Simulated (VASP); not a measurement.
# CuI (F-43m) in VASP: settings compared

CuI is run at these levels: PBE+U, r2SCAN, PBE-based screened hybrid with 50 % exact exchange, PBEsol-based global hybrid with 25 % exact exchange, PBE0; tasks: single point, relaxation of cell and atoms.

All numbers are computed with VASP 6.6.1; they aren't measurements. Logs are shortened: lines on timing, memory, paths and dates and some standing lists are left out, and cuts for length are marked.

### 1 The cell of the first run

The structure is cubic, space group F-43m (No. 216). The conventional cell has a = 6.063 Å, b = 6.063 Å, c = 6.063 Å, α = 90.00°, β = 90.00°, γ = 90.00°. Within 3.5 Å of I (site symmetry -43m) lie 4 Cu at 2.63 Å. Cu (site symmetry -43m) has 4 I at 2.63 Å within 3.5 Å.

### 2 Single point, PBE+U

File INCAR:

```
PREC     = Accurate       # precision mode
ENCUT    = 520            # plane-wave cutoff, eV
EDIFF    = 1E-6           # SCF threshold, eV
ISMEAR   = -1             # smearing method
SIGMA    = 0.05           # smearing width, eV
LREAL    = F              # projectors in reciprocal space
LASPH    = T              # aspherical terms in the spheres
NELM     = 150            # most SCF steps
ALGO     = Normal         # electronic algorithm
ISIF     = 2              # what is computed and relaxed
LWAVE    = F              # write WAVECAR
LCHARG   = F              # write CHGCAR
LMAXMIX  = 4              # l up to which the mixer works
LDAU     = T              # DFT+U
LDAUTYPE = 2            
LDAUL    = -1 2           # shell
LDAUU    = 0 4.5          # U, eV
LDAUJ    = 0 0          
LDAUPRINT= 1            
GGA      = PE             # functional
NBANDS   = 16             # bands
```

File KPOINTS:

```
regular mesh
0
Gamma
  8 8 8
```

File POSCAR:

```
CuI
1.0
    0.0000000000      3.0315000000      3.0315000000
    3.0315000000      0.0000000000      3.0315000000
    3.0315000000      3.0315000000      0.0000000000
I Cu
1 1
Direct
    0.0000000000      0.0000000000      0.0000000000
    0.7500000000      0.7500000000      0.7500000000
```

Potentials or basis: VASP PAW PBE potentials, release 64 (I, Cu).

Command:

```
cat potpaw_PBE.64/I/POTCAR potpaw_PBE.64/Cu/POTCAR > POTCAR
mpirun -np 1 vasp_std > vasp.out
```

OUTCAR:

```text
PREC = Accurate
   ENCUT = 520
   EDIFF = 1E-6
   ISMEAR = -1
   LREAL = F
   LASPH = T
   NELM = 150
   ISIF = 2
   GGA = PE

 ion  position               nearest neighbor table
   1  0.000  0.000  0.000-   2 2.63   2 2.63   2 2.63   2 2.63
   2  0.750  0.750  0.750-   1 2.63   1 2.63   1 2.63   1 2.63

  LATTYP: Found a face centered cubic cell.
 ALAT       =     6.0630000000

  Lattice vectors:

 A1 = (   0.0000000000,   3.0315000000,   3.0315000000)
 A2 = (   3.0315000000,   0.0000000000,   3.0315000000)
 A3 = (   3.0315000000,   3.0315000000,   0.0000000000)

Analysis of symmetry for initial positions (statically):
=====================================================================
 Subroutine PRICEL returns:
 Original cell was already a primitive cell.

 Routine SETGRP: Setting up the symmetry group for a
 face centered cubic supercell.

 Subroutine GETGRP returns: Found 24 space group operations
 (whereof 24 operations were pure point group operations)
 out of a pool of 48 trial point group operations.

The static configuration has the point symmetry T_d .

Analysis of symmetry for dynamics (positions and initial velocities):
=====================================================================
 Subroutine PRICEL returns:
 Original cell was already a primitive cell.

 Routine SETGRP: Setting up the symmetry group for a
 face centered cubic supercell.

 Subroutine GETGRP returns: Found 24 space group operations
 (whereof 24 operations were pure point group operations)
 out of a pool of 48 trial point group operations.

The dynamic configuration has the point symmetry T_d .

 Subroutine INISYM returns: Found 24 space group operations
 (whereof 24 operations are pure point group operations),
 and found     1 'primitive' translations

----------------------------------------------------------------------------------------

                                     Primitive cell

  volume of cell :      55.7189
[... 137 lines left out ...]
  0.0000  0.9519 -0.0000  0.0000  0.0000
  0.0000 -0.0000  0.9452  0.0000 -0.0000
  0.0000  0.0000  0.0000  0.9519 -0.0000
 -0.0000  0.0000 -0.0000 -0.0000  0.9452

spin component  2

  0.9519  0.0000  0.0000  0.0000 -0.0000
  0.0000  0.9519 -0.0000  0.0000  0.0000
  0.0000 -0.0000  0.9452  0.0000 -0.0000
  0.0000  0.0000  0.0000  0.9519 -0.0000
 -0.0000  0.0000 -0.0000 -0.0000  0.9452

 occupancies and eigenvectors

  o =  0.9452  v =  0.0000  0.0000 -0.9115  0.0000  0.4112  0.0000  0.0000  0.0000  0.0000  0.0000      0.0000  0.0000  0.0000  0.0000  0.0000  0.0000  0.0000  0.0000  0.0000  0.0000
  o =  0.9452  v =  0.0000  0.0000  0.0000  0.0000  0.0000  0.0000  0.0000 -0.9115  0.0000  0.4112      0.0000  0.0000  0.0000  0.0000  0.0000  0.0000  0.0000  0.0000  0.0000  0.0000
  o =  0.9452  v =  0.0000 -0.0000  0.4112  0.0000  0.9115  0.0000  0.0000  0.0000  0.0000  0.0000      0.0000  0.0000  0.0000  0.0000  0.0000  0.0000  0.0000  0.0000  0.0000  0.0000
  o =  0.9452  v =  0.0000  0.0000  0.0000  0.0000  0.0000  0.0000 -0.0000  0.4112  0.0000  0.9115      0.0000  0.0000  0.0000  0.0000  0.0000  0.0000  0.0000  0.0000  0.0000  0.0000
  o =  0.9519  v =  0.0000  0.0000  0.0000  0.0000  0.0000  0.0000 -0.7566 -0.0000 -0.6539  0.0000      0.0000  0.0000  0.0000  0.0000  0.0000  0.0000  0.0000  0.0000  0.0000  0.0000
  o =  0.9519  v =  0.0000 -0.7566 -0.0000 -0.6539  0.0000  0.0000  0.0000  0.0000  0.0000  0.0000      0.0000  0.0000  0.0000  0.0000  0.0000  0.0000  0.0000  0.0000  0.0000  0.0000
  o =  0.9519  v =  0.0000  0.6539  0.0000 -0.7566  0.0000  0.0000  0.0000  0.0000  0.0000  0.0000      0.0000  0.0000  0.0000  0.0000  0.0000  0.0000  0.0000  0.0000  0.0000  0.0000
  o =  0.9519  v =  0.0000  0.0000  0.0000  0.0000  0.0000  0.0000  0.6539  0.0000 -0.7566  0.0000      0.0000  0.0000  0.0000  0.0000  0.0000  0.0000  0.0000  0.0000  0.0000  0.0000
  o =  0.9519  v =  0.0000  0.0000  0.0000  0.0000  0.0000  1.0000  0.0000  0.0000  0.0000  0.0000      0.0000  0.0000  0.0000  0.0000  0.0000  0.0000  0.0000  0.0000  0.0000  0.0000
  o =  0.9519  v =  1.0000  0.0000  0.0000  0.0000  0.0000  0.0000  0.0000  0.0000  0.0000  0.0000      0.0000  0.0000  0.0000  0.0000  0.0000  0.0000  0.0000  0.0000  0.0000  0.0000

 number of electron      18.0000015 magnetization

 Free energy of the ion-electron system (eV)
  ---------------------------------------------------
  ext. energy  EPLUGINS =         0.00000000
  ---------------------------------------------------
  free energy    TOTEN  =        -4.34010860 eV

  energy without entropy =       -4.34010860  energy(sigma->0) =       -4.34010860

 E-fermi :   4.8070     XC(G=0):  -8.8839

 val. band max:        3.8530459376   @ k =   0.0000   0.0000   0.0000
 cond. band min:       5.6905236469   @ k =   0.0000   0.0000   0.0000
 fundamental gap:      1.8374777093
 Fermi energy:         4.8070273730

 k-point     1 :       0.0000    0.0000    0.0000
  band No.  band energies     occupation
      1      -9.5606      2.00000
      2       0.1841      2.00000
      3       0.1841      2.00000
      4       0.1841      2.00000
      5       1.4693      2.00000
      6       1.4693      2.00000
[... 433 lines left out ...]
      3      -0.0235      2.00000
      4       0.3410      2.00000
      5       1.4079      2.00000
      6       1.4804      2.00000
[... 8 lines left out ...]
     15      15.1270      0.00000
     16      15.7504      0.00000

 [... further k-points ...]

------------------------ aborting loop because EDIFF is reached ----------------------------------------

  FORCE on cell =-STRESS in cart. coord.  units (eV):
  Direction    XX          YY          ZZ          XY          YZ          ZX
  --------------------------------------------------------------------------------------
  -------------------------------------------------------------------------------------
  Total        0.3419588      0.3419588      0.3419588     -0.0000000      0.0000000     -0.0000000
  in kB        9.8328995      9.8328995      9.8328995     -0.0000000      0.0000000     -0.0000000
  external PRESSURE =       9.8328995 kB  Pullay stress =       0.0000000 kB

 VOLUME and BASIS-vectors are now :
 -----------------------------------------------------------------------------
  energy-cutoff  :      520.00
  volume of cell :       55.72
      direct lattice vectors                 reciprocal lattice vectors
     0.000000000  3.031500000  3.031500000    -0.164934851  0.164934851  0.164934851
     3.031500000  0.000000000  3.031500000     0.164934851 -0.164934851  0.164934851
     3.031500000  3.031500000  0.000000000     0.164934851  0.164934851 -0.164934851

 POSITION                                       TOTAL-FORCE (eV/Angst)
 -----------------------------------------------------------------------------------
      0.00000      0.00000      0.00000         0.000000      0.000000      0.000000
      4.54725      4.54725      4.54725        -0.000000     -0.000000     -0.000000
 -----------------------------------------------------------------------------------
    total drift:                               -0.000000     -0.000000     -0.000000

  FREE ENERGIE OF THE ION-ELECTRON SYSTEM (eV)
  ---------------------------------------------------
  free  energy   TOTEN  =        -4.3401086014 eV

  energy  without entropy=       -4.3401086012  energy(sigma->0) =       -4.34010860
```

stdout:

```text
POSCAR found type information on POSCAR I Cu
 POSCAR found :  2 types and       2 ions
 scaLAPACK will be used
 LDA part: xc-table for (Slater+PW92), standard interpolation
 POSCAR, INCAR and KPOINTS ok, starting setup
 FFT: planning ... GRIDC
 FFT: planning ... GRID_SOFT
 FFT: planning ... GRID
 WAVECAR not read
 entering main loop
```

It took 11 s on 1 thread of Intel Xeon Platinum 8488C (Sapphire Rapids), shared host; peak memory 0.18 GiB.

Results:

```
Free energy            : -4.3401 eV
Pressure               : 1.0 GPa
Band gap on the k mesh : 1.84 eV
```

Levels at points of the mesh, in eV from the valence-band top:
```tsv
k point	band 5	band 6	band 7	band 8	band 9	band 10	band 11	band 12	band 13	band 14
(0.00, 0.00, 0.00)	-2.38	-2.38	0.00	0.00	0.00	1.84	5.55	5.55	5.55	8.83
(0.50, 0.00, 0.00)	-2.37	-2.37	-2.32	-0.74	-0.74	2.82	6.00	6.00	7.97	9.73
(0.50, 0.50, 0.00)	-2.37	-2.31	-2.20	-1.79	-1.79	3.23	3.47	9.79	10.43	10.43
```

Eigenvalues of the final occupation matrices:
| site | spin | trace | eigenvalues |
| --- | --- | --- | --- |
| site 2 d | 1 | 4.75 | 0.95 0.95 0.95 0.95 0.95 |
| site 2 d | 2 | 4.75 | 0.95 0.95 0.95 0.95 0.95 |

Caveat: spin-orbit coupling is left out, which moves the levels of the heavy elements.

[end of part 1 of 2]
